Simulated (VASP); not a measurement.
# Ta3Ru (Fm-3m) in VASP: further runs

Ta3Ru is run at these levels: LDA; tasks: relaxation of cell and atoms.

Everything below comes from runs of VASP 6.6.1. Logs are shortened: lines on timing, memory, paths and dates and some standing lists are left out, and cuts for length are marked.

**1. The cell of the first run**

Symmetry: Fm-3m, No. 225, cubic system. Conventional cell: a = 6.341 Å, b = 6.341 Å, c = 6.341 Å, α = 90.00°, β = 90.00°, γ = 90.00°. Ta (site symmetry -43m) has 10 Ta at 2.75 to 3.17 Å and 4 Ru at 2.75 Å within 3.6 Å. Within 3.6 Å of Ta (site symmetry m-3m) lie 8 Ta at 2.75 Å and 6 Ru at 3.17 Å. Ru (site symmetry m-3m) has 14 Ta at 2.75 to 3.17 Å within 3.6 Å.

**2. Relaxation of cell and atoms, LDA**

The input, INCAR:

```
SYSTEM = Ta3Ru
ALGO = Fast ; EDIFF = 1E-6
EDIFFG = -0.005 ; ENCUT = 600
IBRION = 2 ; ISIF = 3
ISMEAR = 0 ; LASPH = .True.
LCHARG = .False. ; LREAL = .False.
LWAVE = .False. ; NELM = 100
NSW = 100 ; PREC = Accurate
SIGMA = 0.1
```

The input, KPOINTS:

```
k-points
0
Gamma
  12 12 12
  0 0 0
```

The input, POSCAR:

```
Ta3Ru
1.0
    0.0000000000      3.1706179706      3.1706179706
    3.1706179706      0.0000000000      3.1706179706
    3.1706179706      3.1706179706      0.0000000000
Ta Ru
3 1
Direct
    0.2500000000      0.2500000000      0.2500000000
    0.7500000000      0.7500000000      0.7500000000
    0.5000000000      0.5000000000      0.5000000000
    0.0000000000      0.0000000000      0.0000000000
```

Potentials or basis: VASP PAW LDA potentials, release 64 (Ta_pv, Ru_pv).

Run with:

```bash
> cat potpaw_LDA.64/Ta_pv/POTCAR potpaw_LDA.64/Ru_pv/POTCAR > POTCAR
> mpirun -np 1 vasp_std > vasp.out
```

OUTCAR:

```text
SYSTEM = Ta3Ru
   EDIFF = 1E-6
   EDIFFG = -0.005
   ENCUT = 600
   IBRION = 2
   ISIF = 3
   ISMEAR = 0
   LASPH = .True.
   LREAL = .False.
   NELM = 100
   NSW = 100
   PREC = Accurate

 ion  position               nearest neighbor table
   1  0.250  0.250  0.250-   4 2.75   4 2.75   4 2.75   3 2.75   4 2.75   3 2.75   3 2.75   3 2.75
                             2 3.17   2 3.17   2 3.17   2 3.17   2 3.17   2 3.17
   2  0.750  0.750  0.750-   3 2.75   3 2.75   3 2.75   3 2.75   4 2.75   4 2.75   4 2.75   4 2.75
                             1 3.17   1 3.17   1 3.17   1 3.17   1 3.17   1 3.17
   3  0.500  0.500  0.500-   1 2.75   1 2.75   1 2.75   1 2.75   2 2.75   2 2.75   2 2.75   2 2.75
                             4 3.17   4 3.17   4 3.17   4 3.17   4 3.17   4 3.17
   4  0.000  0.000  0.000-   2 2.75   2 2.75   2 2.75   1 2.75   2 2.75   1 2.75   1 2.75   1 2.75
                             3 3.17   3 3.17   3 3.17   3 3.17   3 3.17   3 3.17

  LATTYP: Found a face centered cubic cell.
 ALAT       =     6.3412359412

  Lattice vectors:

 A1 = (   0.0000000000,   3.1706179706,   3.1706179706)
 A2 = (   3.1706179706,   0.0000000000,   3.1706179706)
 A3 = (   3.1706179706,   3.1706179706,   0.0000000000)

Analysis of symmetry for initial positions (statically):
=====================================================================
 Subroutine PRICEL returns:
 Original cell was already a primitive cell.

 Routine SETGRP: Setting up the symmetry group for a
 face centered cubic supercell.

 Subroutine GETGRP returns: Found 48 space group operations
 (whereof 48 operations were pure point group operations)
 out of a pool of 48 trial point group operations.

The static configuration has the point symmetry O_h .

Analysis of symmetry for dynamics (positions and initial velocities):
=====================================================================
 Subroutine PRICEL returns:
 Original cell was already a primitive cell.

 Routine SETGRP: Setting up the symmetry group for a
 face centered cubic supercell.

 Subroutine GETGRP returns: Found 48 space group operations
 (whereof 48 operations were pure point group operations)
 out of a pool of 48 trial point group operations.

The dynamic configuration has the point symmetry O_h .

 Subroutine INISYM returns: Found 48 space group operations
 (whereof 48 operations are pure point group operations),
 and found     1 'primitive' translations

----------------------------------------------------------------------------------------

                                     Primitive cell

  volume of cell :      63.7473

[... 106 lines left out ...]
   EFERMI =   0.00;   METHOD = LEGACY
   ISMEAR =     0;   SIGMA  =   0.10  broadening in eV -4-tet -1-fermi 0-gaus
   EFERMI_NEDOS =   21; number of points for ismear=-14 and -15
   IALGO  =     68    algorithm
   IMIX   =      4    mixing-type and parameters
     AMIX     =   0.40;   BMIX     =  1.00
     AMIX_MAG =   1.60;   BMIX_MAG =  1.00
  volume/ion in A,a.u.               =      15.94       107.55
  Fermi-wavevector in a.u.,A,eV,Ry     =   1.478950  2.794811 29.759935  2.187294
  Thomas-Fermi vector in A             =   2.593168
   LORBIT       =      0    0 simple, 1 ext, 2 COOP (PROOUT), +10 PAW based schemes
   GGA     = CA    functional components
   LHFCALC =     F    Hartree Fock is set to
   AEXX    =    0.0000 exact exchange contribution
   IVDW    =     0    specifies the selected vdW correction
   LEPSILON=     F    determine dielectric tensor
   LRPA    =     F    only Hartree local field effects (RPA)
 conjugate gradient relaxation of ions
 non-spin polarized calculation
 RMM-DIIS sequential band-by-band and
 Gauss-broadening in eV      SIGMA  =   0.10
  energy-cutoff  :      600.00
  volume of cell :       63.75
 maximum number of plane-waves:      2158
   NGX = 17   NGY = 17   NGZ = 17

--------------------------------------- Ionic step        1  -------------------------------------------

 number of electron      47.0000001 magnetization

 Free energy of the ion-electron system (eV)
  ---------------------------------------------------
  ext. energy  EPLUGINS =         0.00000000
  ---------------------------------------------------
  free energy    TOTEN  =       -50.05896796 eV

  energy without entropy =      -50.05172859  energy(sigma->0) =      -50.05534827

------------------------ aborting loop because EDIFF is reached ----------------------------------------

  FORCE on cell =-STRESS in cart. coord.  units (eV):
  Direction    XX          YY          ZZ          XY          YZ          ZX
  --------------------------------------------------------------------------------------
  -------------------------------------------------------------------------------------
  Total        0.5598046      0.5598046      0.5598046      0.0000000      0.0000000      0.0000000
  in kB       14.0697139     14.0697139     14.0697139      0.0000000      0.0000000      0.0000000
  external PRESSURE =      14.0697139 kB  Pullay stress =       0.0000000 kB
[... 63 lines left out ...]
--------------------------------------- Ionic step        3  -------------------------------------------

 number of electron      47.0000000 magnetization

 Free energy of the ion-electron system (eV)
  ---------------------------------------------------
  ext. energy  EPLUGINS =         0.00000000
  ---------------------------------------------------
  free energy    TOTEN  =       -50.06047787 eV

  energy without entropy =      -50.05315841  energy(sigma->0) =      -50.05681814

 E-fermi :   7.6120     XC(G=0): -13.4077

 val. band max:        7.6086118789   @ k =   0.1667   0.0833   0.0000
 cond. band min:       7.6580776876   @ k =   0.3333   0.2500   0.0000
 fundamental gap:      0.0494658087
 Fermi energy:         7.6119912515

 k-point     1 :       0.0000    0.0000    0.0000
  band No.  band energies     occupation
      1     -35.0023      2.00000
      2     -35.0023      2.00000
      3     -35.0023      2.00000
      4     -26.3637      2.00000
      5     -26.3637      2.00000
      6     -26.3637      2.00000
[... 733 lines left out ...]
     27       9.6534      0.00000
     28       9.7605      0.00000

 [... further k-points ...]

------------------------ aborting loop because EDIFF is reached ----------------------------------------

  FORCE on cell =-STRESS in cart. coord.  units (eV):
  Direction    XX          YY          ZZ          XY          YZ          ZX
  --------------------------------------------------------------------------------------
  -------------------------------------------------------------------------------------
  Total       -0.0026099     -0.0026099     -0.0026099     -0.0000000     -0.0000000     -0.0000000
  in kB       -0.0652393     -0.0652393     -0.0652393     -0.0000000     -0.0000000     -0.0000000
  external PRESSURE =      -0.0652393 kB  Pullay stress =       0.0000000 kB
[... 19 lines left out ...]
  FREE ENERGIE OF THE ION-ELECTRON SYSTEM (eV)
  ---------------------------------------------------
  free  energy   TOTEN  =       -50.0604778716 eV

  energy  without entropy=      -50.0531584091  energy(sigma->0) =      -50.05681814

 reached required accuracy - stopping structural energy minimisation
```

OSZICAR:

```text
N       E                     dE             d eps       ncg     rms          rms(c)
DAV:   1     0.518314821343E+03    0.51831E+03   -0.28621E+04  4032   0.195E+03
DAV:   2    -0.279384406270E+02   -0.54625E+03   -0.53482E+03  4292   0.557E+02
DAV:   3    -0.518711417237E+02   -0.23933E+02   -0.22339E+02  5276   0.984E+01
[... 33 lines left out ...]
RMM:   5    -0.500602515884E+02   -0.10858E-03   -0.40204E-03  4227   0.402E-01    0.148E-01
RMM:   6    -0.500604357920E+02   -0.18420E-03   -0.15053E-03  4424   0.208E-01    0.651E-02
RMM:   7    -0.500604731032E+02   -0.37311E-04   -0.31320E-04  4510   0.106E-01    0.238E-02
RMM:   8    -0.500604767846E+02   -0.36814E-05   -0.71023E-05  4683   0.493E-02    0.141E-02
RMM:   9    -0.500604780572E+02   -0.12726E-05   -0.14320E-05  4022   0.239E-02    0.571E-03
RMM:  10    -0.500604778716E+02    0.18557E-06   -0.50235E-06  2932   0.151E-02
   3 F= -.50060478E+02 E0= -.50056818E+02  d E =-.150991E-02
```

CONTCAR:

```text
Ta3Ru
   1.00000000000000
    -0.0000000000000000    3.1763869649310306    3.1763869649310306
     3.1763869649310306    0.0000000000000000    3.1763869649310306
     3.1763869649310306    3.1763869649310306    0.0000000000000000
  Ta              Ru
     3     1
Direct
     0.2500000000000000    0.2500000000000000    0.2500000000000000
     0.7500000000000000    0.7500000000000000    0.7500000000000000
     0.5000000000000000    0.5000000000000000    0.5000000000000000
     0.0000000000000000    0.0000000000000000    0.0000000000000000

  0.00000000E+00  0.00000000E+00  0.00000000E+00
  0.00000000E+00  0.00000000E+00  0.00000000E+00
  0.00000000E+00  0.00000000E+00  0.00000000E+00
  0.00000000E+00  0.00000000E+00  0.00000000E+00
```

Run time: 11 min. Hardware: 1 thread of Intel Xeon Platinum 8259CL at 2.50GHz (Skylake/Cascade Lake), shared host; peak memory 0.28 GiB.

Results:

```yaml
Free_energy: -50.0605 eV
Relaxed_volume: 16.02 Å³/atom
Relaxed_cell: a = 4.492 Å, b = 4.492 Å, c = 4.492 Å, α = 60.00°, β = 60.00°, γ = 60.00°
Space_group_after_relaxing_to_0.1_Å: Fm-3m (No. 225)
Energy_gained_by_relaxing: 0.4 meV/atom
Ionic_steps: 3
Pressure_after_relaxing: 0.0 GPa
Band_gap_on_the_k_mesh: zero (an odd number of electrons rules out a gap without spin polarisation)
```

The path:
```tsv
step	energy change (eV)	largest force (eV/Å)	pressure (GPa)	volume (Å³)
1	0.0000	0.0000	1.41	63.75
2	0.0096	0.0000	-3.70	65.05
3	-0.0015	0.0000	-0.01	64.10
```

Final structure:
```
CELL_PARAMETERS angstrom
0.00000 3.17639 3.17639
3.17639 0.00000 3.17639
3.17639 3.17639 0.00000
ATOMIC_POSITIONS crystal
Ta 0.25000 0.25000 0.25000
Ta 0.75000 0.75000 0.75000
Ta 0.50000 0.50000 0.50000
Ru 0.00000 0.00000 0.00000
```

Caveat: spin-orbit coupling is left out, which moves the levels of the heavy elements.

**3. Relaxation of cell and atoms, LDA**

The input, INCAR:

```
ALGO     = Fast           # electronic algorithm
EDIFF    = 1E-6           # SCF threshold, eV
EDIFFG   = -0.001         # ionic threshold
ENCUT    = 600            # plane-wave cutoff, eV
IBRION   = 2              # ionic algorithm
ISIF     = 3              # what is computed and relaxed
ISMEAR   = -1             # smearing method
LASPH    = T              # aspherical terms in the spheres
LCHARG   = F              # write CHGCAR
LREAL    = F              # projectors in reciprocal space
LWAVE    = F              # write WAVECAR
NELM     = 60             # most SCF steps
NSW      = 80             # ionic steps
PREC     = Accurate       # precision mode
SIGMA    = 0.15           # smearing width, eV
```

The input, KPOINTS:

```
k-points
0
Gamma
  12 12 12
```

The input, POSCAR:

```
Ta3Ru
1.0
    0.0000000000      3.1721138539      3.1721138539
    3.1721138539      0.0000000000      3.1721138539
    3.1721138539      3.1721138539      0.0000000000
Ta Ru
3 1
Direct
    0.2500000000      0.2500000000      0.2500000000
    0.7500000000      0.7500000000      0.7500000000
    0.5000000000      0.5000000000      0.5000000000
    0.0000000000      0.0000000000      0.0000000000
```

Potentials or basis: VASP PAW LDA potentials, release 64 (Ta_pv, Ru_pv).

Run with:

```bash
> cat potpaw_LDA.64/Ta_pv/POTCAR potpaw_LDA.64/Ru_pv/POTCAR > POTCAR
> mpirun -np 1 vasp_std > vasp.out
```

It took 8.9 min on 1 thread of Intel Xeon Platinum 8259CL at 2.50GHz (Skylake/Cascade Lake), shared host; peak memory 0.29 GiB.

It converged, with:

| Item | Value |
| --- | --- |
| Free energy | -50.1349 eV |
| Relaxed volume | 16.05 Å³/atom |
| Relaxed cell | a = 4.494 Å, b = 4.494 Å, c = 4.494 Å, α = 60.00°, β = 60.00°, γ = 60.00° |
| Space group after relaxing (to 0.1 Å) | Fm-3m (No. 225) |
| Energy gained by relaxing | 0.4 meV/atom |
| Ionic steps | 3 |
| Pressure after relaxing | 0.0 GPa |
| Band gap on the k mesh | zero (an odd number of electrons rules out a gap without spin polarisation) |

The path:
```csv
step,energy change (eV),largest force (eV/Å),pressure (GPa),volume (Å³)
1,0.0000,0.0000,1.37,63.84
2,0.0090,0.0000,-3.56,65.11
3,-0.0015,0.0000,-0.01,64.18
```

Final structure:
```
Ta Ru
1.0
     0.00000    3.17782    3.17782
     3.17782    0.00000    3.17782
     3.17782    3.17782    0.00000
Ta Ru
3 1
Direct
  0.25000 0.25000 0.25000
  0.75000 0.75000 0.75000
  0.50000 0.50000 0.50000
  0.00000 0.00000 0.00000
```

Levels at points of the mesh, in eV from the Fermi level:
```tsv
k point	band 22	band 23	band 24	band 25	band 26	band 27
(0.00, 0.00, 0.00)	-0.24	-0.24	-0.24	0.98	0.98	4.62
(0.50, 0.00, 0.00)	-2.02	-1.60	-1.60	1.71	1.71	2.72
(0.50, 0.50, 0.00)	-0.28	0.38	0.76	0.76	0.90	1.76
```

Caveat: spin-orbit coupling is left out, which moves the levels of the heavy elements.

The gap in the log of VASP goes by the Fermi energy; the results here count the filled bands.